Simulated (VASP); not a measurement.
# Al (Fm-3m) in VASP: further runs

Al is run at these levels: PBE, LDA; tasks: electric field gradients, density of states.

All numbers are computed with VASP 6.6.1; they aren't measurements. Logs are shortened: lines on timing, memory, paths and dates and some standing lists are left out, and cuts for length are marked.

### Step 1. The cell of the first run

It takes space group Fm-3m (No. 225, cubic). The conventional cell has a = 4.039 Å, b = 4.039 Å, c = 4.039 Å, α = 90.00°, β = 90.00°, γ = 90.00°. Within 3.8 Å of Al (site symmetry m-3m) lie 12 Al at 2.86 Å.

### Step 2. Electric field gradients, PBE

INCAR reads:

```
ALGO = Fast
EDIFF = 1E-8
ENCUT = 520
GGA = PE
ISIF = 2
ISMEAR = 0
LASPH = T
LCHARG = F
LEFG = T
LREAL = F
LWAVE = F
NBANDS = 8
NELM = 100
PREC = Accurate
SIGMA = 0.1
```

KPOINTS reads:

```
k-points
0
Gamma
  10 10 10
```

POSCAR reads:

```
Al
1.0
    0.0000000000      2.0194648466      2.0194648466
    2.0194648466      0.0000000000      2.0194648466
    2.0194648466      2.0194648466      0.0000000000
Al
1
Direct
    0.0000000000      0.0000000000      0.0000000000
```

Potentials or basis: VASP PAW PBE potentials, release 64 (Al).

Started as:

```bash
> cat potpaw_PBE.64/Al/POTCAR > POTCAR
> mpirun -np 1 vasp_std > vasp.out
```

OUTCAR:

```text
EDIFF = 1E-8
   ENCUT = 520
   GGA = PE
   ISIF = 2
   ISMEAR = 0
   LASPH = T
   LREAL = F
   NELM = 100
   PREC = Accurate

 ion  position               nearest neighbor table
   1  0.000  0.000  0.000-

  LATTYP: Found a face centered cubic cell.
 ALAT       =     4.0389296932

  Lattice vectors:

 A1 = (   0.0000000000,   2.0194648466,   2.0194648466)
 A2 = (   2.0194648466,   0.0000000000,   2.0194648466)
 A3 = (   2.0194648466,   2.0194648466,   0.0000000000)

Analysis of symmetry for initial positions (statically):
=====================================================================
 Subroutine PRICEL returns:
 Original cell was already a primitive cell.

 Routine SETGRP: Setting up the symmetry group for a
 face centered cubic supercell.

 Subroutine GETGRP returns: Found 48 space group operations
 (whereof 48 operations were pure point group operations)
 out of a pool of 48 trial point group operations.

The static configuration has the point symmetry O_h .

Analysis of symmetry for dynamics (positions and initial velocities):
=====================================================================
 Subroutine PRICEL returns:
 Original cell was already a primitive cell.

 Routine SETGRP: Setting up the symmetry group for a
 face centered cubic supercell.

 Subroutine GETGRP returns: Found 48 space group operations
 (whereof 48 operations were pure point group operations)
 out of a pool of 48 trial point group operations.

The dynamic configuration has the point symmetry O_h .

 Subroutine INISYM returns: Found 48 space group operations
 (whereof 48 operations are pure point group operations),
 and found     1 'primitive' translations

----------------------------------------------------------------------------------------

                                     Primitive cell

  volume of cell :      16.4717

  direct lattice vectors                    reciprocal lattice vectors
     0.000000000  2.019464847  2.019464847    -0.247590346  0.247590346  0.247590346
     2.019464847  0.000000000  2.019464847     0.247590346 -0.247590346  0.247590346
     2.019464847  2.019464847  0.000000000     0.247590346  0.247590346 -0.247590346

  length of vectors
     2.855954575  2.855954575  2.855954575     0.428839059  0.428839059  0.428839059

  position of ions in fractional coordinates (direct lattice)
     0.000000000  0.000000000  0.000000000

  ion indices of the primitive-cell ions
   primitive index   ion index
                 1           1

----------------------------------------------------------------------------------------

 KPOINTS: k-points

Automatic generation of k-mesh.
 Grid dimensions read from file:
 generate k-points for:   10   10   10

 Generating k-lattice:

  Cartesian coordinates                     Fractional coordinates (reciprocal lattice)
    -0.024759035  0.024759035  0.024759035     0.100000000  0.000000000  0.000000000
     0.024759035 -0.024759035  0.024759035     0.000000000  0.100000000  0.000000000
     0.024759035  0.024759035 -0.024759035     0.000000000  0.000000000  0.100000000

  Length of vectors
     0.042883906  0.042883906  0.042883906

  Shift w.r.t. Gamma in fractional coordinates (k-lattice)
     0.000000000  0.000000000  0.000000000

 Subroutine IBZKPT returns following result:
 ===========================================

 Found     47 irreducible k-points:

 Following reciprocal coordinates:
            Coordinates               Weight
  0.000000  0.000000  0.000000      1.000000
  0.100000  0.000000  0.000000      8.000000
  0.200000  0.000000  0.000000      8.000000
  0.300000  0.000000  0.000000      8.000000
  0.400000  0.000000  0.000000      8.000000
  0.500000  0.000000  0.000000      4.000000
[... 16 lines left out ...]
  0.300000  0.300000  0.000000      6.000000
  0.400000  0.300000  0.000000     24.000000
 [... further k-points ...]
   k-points           NKPTS =     47   k-points in BZ     NKDIM =     47   number of bands    NBANDS=      8
   number of dos      NEDOS =    301   number of ions     NIONS =      1
   total plane-waves  NPLWV =  13824
   dimension x,y,z NGX =    24 NGY =   24 NGZ =   24
   dimension x,y,z NGXF=    48 NGYF=   48 NGZF=   48
   ions per type =               1
   NGX,Y,Z   is equivalent  to a cutoff of  13.97, 13.97, 13.97 a.u.
   NGXF,Y,Z  is equivalent  to a cutoff of  27.94, 27.94, 27.94 a.u.
 SYSTEM =  unknown system
   PREC   = accura    normal or accurate (medium, high low for compatibility)
   ISTART =      0    job   : 0-new  1-cont  2-samecut
   ICHARG =      2    charge: 1-file 2-atom 10-const
   ISPIN  =      1    spin polarized calculation?
   LNONCOLLINEAR =      F non collinear calculations
   LSORBIT =      F    spin-orbit coupling
   LASPH  =      T    aspherical Exc in radial PAW
   ENCUT  =  520.0 eV  38.22 Ry    6.18 a.u.   5.31  5.31  5.31*2*pi/ulx,y,z
   NELM   =    100;   NELMIN=  2; NELMDL= -5     # of ELM steps
   EDIFF  = 0.1E-07   stopping-criterion for ELM
   LREAL  =      F    real-space projection
   EDIFFG = 0.1E-06   stopping-criterion for IOM
   NSW    =      0    number of steps for IOM
   IBRION =     -1    ionic relax: 0-MD 1-quasi-New 2-CG
   NFREE  =      0    steps in history (QN), initial steepest desc. (CG)
   ISIF   =      2    stress and relaxation
   ISYM   =      2    0-nonsym 1-usesym 2-fastsym
   POTIM  = 0.5000    time-step for ionic-motion
   TEBEG  =    0.0;   TEEND  =   0.0 temperature during run
   PSTRESS=    0.0 pullay stress
   NELECT =       3.0000    total number of electrons
   NUPDOWN=      -1.0000    fix difference up-down
   EMIN   =  10.00;   EMAX   =-10.00  energy-range for DOS
   EFERMI =   0.00;   METHOD = LEGACY
   ISMEAR =     0;   SIGMA  =   0.10  broadening in eV -4-tet -1-fermi 0-gaus
   EFERMI_NEDOS =   21; number of points for ismear=-14 and -15
   IALGO  =     68    algorithm
   IMIX   =      4    mixing-type and parameters
     AMIX     =   0.40;   BMIX     =  1.00
     AMIX_MAG =   1.60;   BMIX_MAG =  1.00
  volume/ion in A,a.u.               =      16.47       111.16
  Fermi-wavevector in a.u.,A,eV,Ry     =   0.927974  1.753616 11.716453  0.861135
  Thomas-Fermi vector in A             =   2.054101
   LORBIT       =      0    0 simple, 1 ext, 2 COOP (PROOUT), +10 PAW based schemes
   GGA     = PE    functional components
   LHFCALC =     F    Hartree Fock is set to
   AEXX    =    0.0000 exact exchange contribution
   IVDW    =     0    specifies the selected vdW correction
   LEPSILON=     F    determine dielectric tensor
   LRPA    =     F    only Hartree local field effects (RPA)
 non-spin polarized calculation
 RMM-DIIS sequential band-by-band and
 Gauss-broadening in eV      SIGMA  =   0.10
  energy-cutoff  :      520.00
  volume of cell :       16.47
 maximum number of plane-waves:       459
 NGX is ok and might be reduce to    24
   NGX = 11   NGY = 11   NGZ = 11

 number of electron       3.0000000 magnetization

 Free energy of the ion-electron system (eV)
  ---------------------------------------------------
  ext. energy  EPLUGINS =         0.00000000
  ---------------------------------------------------
  free energy    TOTEN  =        -3.72792204 eV

  energy without entropy =       -3.72276800  energy(sigma->0) =       -3.72534502

 E-fermi :   8.1507     XC(G=0): -10.2037

 val. band max:        8.1374556785   @ k =  -0.4000   0.4000   0.1000
 cond. band min:       8.2184696089   @ k =  -0.3000   0.4000   0.1000
 fundamental gap:      0.0810139304
 Fermi energy:         8.1506844932

 k-point     1 :       0.0000    0.0000    0.0000
  band No.  band energies     occupation
      1      -3.1292      2.00000
      2      20.6456      0.00000
      3      20.6456      0.00000
      4      20.6456      0.00000
      5      22.1496      0.00000
      6      22.1496      0.00000
      7      22.1496      0.00000
      8      24.4946      0.00000

 k-point     2 :       0.1000    0.0000    0.0000
  band No.  band energies     occupation
      1      -2.8572      2.00000
      2      17.3557      0.00000
      3      19.9244      0.00000
      4      19.9244      0.00000
      5      22.8018      0.00000
      6      23.2787      0.00000
      7      23.2787      0.00000
      8      26.1621      0.00000

 k-point     3 :       0.2000    0.0000    0.0000
  band No.  band energies     occupation
      1      -2.0443      2.00000
      2      13.3557      0.00000
      3      19.1671      0.00000
      4      19.1671      0.00000
      5      22.5127      0.00000
      6      23.6808      0.00000
      7      23.6808      0.00000
      8      25.7643      0.00000

 k-point     4 :       0.3000    0.0000    0.0000
  band No.  band energies     occupation
      1      -0.6998      2.00000
      2       9.6577      0.00000
      3      18.8165      0.00000
      4      18.8165      0.00000
      5      21.9236      0.00000
      6      21.9236      0.00000
      7      22.3409      0.00000
      8      25.9205      0.00000

 k-point     5 :       0.4000    0.0000    0.0000
  band No.  band energies     occupation
      1       1.1617      2.00000
      2       6.3683      2.00000
      3      18.9127      0.00000
      4      18.9127      0.00000
      5      20.4741      0.00000
      6      20.4741      0.00000
      7      22.5546      0.00000
      8      24.3822      0.00000

 k-point     6 :       0.5000    0.0000    0.0000
  band No.  band energies     occupation
      1       3.4177      2.00000
      2       3.6345      2.00000
      3      19.4439      0.00000
      4      19.4439      0.00000
      5      19.4864      0.00000
      6      19.4864      0.00000
      7      23.1567      0.00000
      8      23.3184      0.00000

 k-point     7 :       0.1000    0.1000    0.0000
  band No.  band energies     occupation
      1      -2.7666      2.00000
      2      18.5258      0.00000
      3      18.5258      0.00000
      4      18.8000      0.00000
      5      21.3580      0.00000
      6      23.9598      0.00000
      7      24.7934      0.00000
      8      24.7934      0.00000
[... 133 lines left out ...]
 k-point    20 :      -0.4000    0.2000    0.0000
  band No.  band energies     occupation
      1       3.5998      2.00000
      2       5.3296      2.00000
      3      12.2908      0.00000
      4      16.4190      0.00000
      5      18.2716      0.00000
      6      24.2385      0.00000
      7      26.7716      0.00000
      8      29.7242      0.00000

 k-point    21 :      -0.3000    0.2000    0.0000
  band No.  band energies     occupation
      1       1.4251      2.00000
      2       8.2390      0.21160
      3      11.9413      0.00000
      4      17.5870      0.00000
      5      19.5425      0.00000
      6      23.8311      0.00000
      7      26.2430      0.00000
      8      26.9994      0.00000

 k-point    22 :      -0.2000    0.2000    0.0000
  band No.  band energies     occupation
      1      -0.2545      2.00000
      2      11.0931      0.00000
      3      12.5847      0.00000
      4      19.2115      0.00000
      5      21.2357      0.00000
      6      23.4518      0.00000
      7      24.4721      0.00000
      8      25.4623      0.00000

 k-point    23 :       0.3000    0.3000    0.0000
  band No.  band energies     occupation
      1       0.1000      2.00000
      2      13.9093      0.00000
      3      14.7017      0.00000
      4      14.8520      0.00000
      5      14.8520      0.00000
      6      18.3815      0.00000
      7      30.3622      0.00000
      8      31.5032      0.00000

 k-point    24 :       0.4000    0.3000    0.0000
  band No.  band energies     occupation
      1       1.4216      2.00000
      2      11.4623      0.00000
      3      11.9071      0.00000
      4      14.4682      0.00000
      5      15.7702      0.00000
      6      19.3602      0.00000
      7      29.6529      0.00000
      8      31.8997      0.00000

 [... further k-points ...]
[... 5 lines left out ...]
  --------------------------------------------------------------------------------------
  -------------------------------------------------------------------------------------
  Total       -0.0059143     -0.0059143     -0.0059143      0.0000000      0.0000000      0.0000000
  in kB       -0.5752718     -0.5752718     -0.5752718      0.0000000      0.0000000      0.0000000
  external PRESSURE =      -0.5752718 kB  Pullay stress =       0.0000000 kB

 VOLUME and BASIS-vectors are now :
 -----------------------------------------------------------------------------
  energy-cutoff  :      520.00
  volume of cell :       16.47
      direct lattice vectors                 reciprocal lattice vectors
     0.000000000  2.019464847  2.019464847    -0.247590346  0.247590346  0.247590346
     2.019464847  0.000000000  2.019464847     0.247590346 -0.247590346  0.247590346
     2.019464847  2.019464847  0.000000000     0.247590346  0.247590346 -0.247590346

 POSITION                                       TOTAL-FORCE (eV/Angst)
 -----------------------------------------------------------------------------------
      0.00000      0.00000      0.00000         0.000000      0.000000      0.000000
 -----------------------------------------------------------------------------------
    total drift:                                0.000000     -0.000000     -0.000000

  FREE ENERGIE OF THE ION-ELECTRON SYSTEM (eV)
  ---------------------------------------------------
  free  energy   TOTEN  =        -3.7279220425 eV

  energy  without entropy=       -3.7227679974  energy(sigma->0) =       -3.72534502

 Electric field gradients (V/A^2)
---------------------------------------------------------------------
 ion       V_xx      V_yy      V_zz      V_xy      V_xz      V_yz
---------------------------------------------------------------------
   1      -0.000    -0.000     0.000     0.000     0.000     0.000
---------------------------------------------------------------------

 Electric field gradients after diagonalization (V/A^2)
 (convention: |V_zz| > |V_xx| > |V_yy|)
----------------------------------------------------------------------
 ion       V_xx      V_yy      V_zz     asymmetry (V_yy - V_xx)/ V_zz
----------------------------------------------------------------------
   1      -0.000    -0.000     0.000       0.000
----------------------------------------------------------------------

           NMR quadrupolar parameters

 Cq : quadrupolar parameter    Cq=e*Q*V_zz/h
 eta: asymmetry parameters     (V_yy - V_xx)/ V_zz
 Q  : nuclear electric quadrupole moment in mb (millibarn)
----------------------------------------------------------------------
 ion       Cq(MHz)       eta       Q (mb)
----------------------------------------------------------------------
   1       0.000       0.000       1.000
----------------------------------------------------------------------
```

It took 4.4 s on 1 thread of Intel Xeon 6975P-C (Granite Rapids), shared host; peak memory 0.13 GiB.

What came out:

```yaml
Free_energy: -3.7279 eV
Pressure: -0.1 GPa
```

Levels at points of the mesh, in eV from the Fermi level:
```tsv
k point	band 1	band 2	band 3	band 4	band 5
(0.00, 0.00, 0.00)	-11.28	12.49	12.49	12.49	14.00
(0.50, 0.00, 0.00)	-4.73	-4.52	11.29	11.29	11.34
(0.50, 0.50, 0.00)	-3.06	-1.73	5.12	5.47	5.47
```

Caveat: without QUAD_EFG the Cq values of the log hold for a quadrupole moment of 1 mb, not for the nuclei.

### Step 3. Density of states, PBE

POSCAR is that of step 2.

INCAR.step1 reads:

```
PREC = Accurate ; ENCUT = 400
EDIFF = 1E-6 ; ISMEAR = -4
SIGMA = 0.1 ; LREAL = False
LASPH = True ; NELM = 120
ALGO = Normal ; ISIF = 2
LWAVE = False ; LCHARG = True
GGA = PE ; ISYM = 0
NBANDS = 8 ; GGA_COMPAT = False
NEDOS = 2001 ; LORBIT = 11
```

KPOINTS.step1 reads:

```
Automatic mesh
0
Gamma
  3 3 3
```

INCAR.step2 reads:

```
PREC = Accurate ; ENCUT = 400
EDIFF = 1E-6 ; ISMEAR = -5
SIGMA = 0.1 ; LREAL = False
LASPH = True ; NELM = 120
ALGO = Normal ; ISIF = 2
LWAVE = False ; LCHARG = False
GGA = PE ; LORBIT = 10
NEDOS = 2001 ; ICHARG = 11
ISYM = 0 ; GGA_COMPAT = False
```

KPOINTS.step2 reads:

```
Automatic mesh
0
Gamma
  5 5 5
```

Potentials or basis: VASP PAW PBE potentials, release 64 (Al).

Started as:

```bash
> cat potpaw_PBE.64/Al/POTCAR > POTCAR
> cp INCAR.step1 INCAR
> cp KPOINTS.step1 KPOINTS
> mpirun -np 1 vasp_std > vasp.out
> cp INCAR.step2 INCAR
> cp KPOINTS.step2 KPOINTS
> mpirun -np 1 vasp_std > vasp.out
```

Run time: 7.2 s. Hardware: 1 thread of AMD EPYC 7R13, shared host; peak memory 0.08 GiB.

Results (log left out):

* Valence electrons inside the program's atomic spheres: Al 0.76

Levels at points of the mesh, in eV from the Fermi level:
```csv
k point,band 1,band 2,band 3,band 4
"(0.00, 0.00, 0.00)",-11.38,12.40,12.40,12.40
```

Caveat: the k points lie up to 0.90 Å⁻¹ apart; tetrahedron occupations give inexact forces and stress in metals.

[end of part 1 of 2]
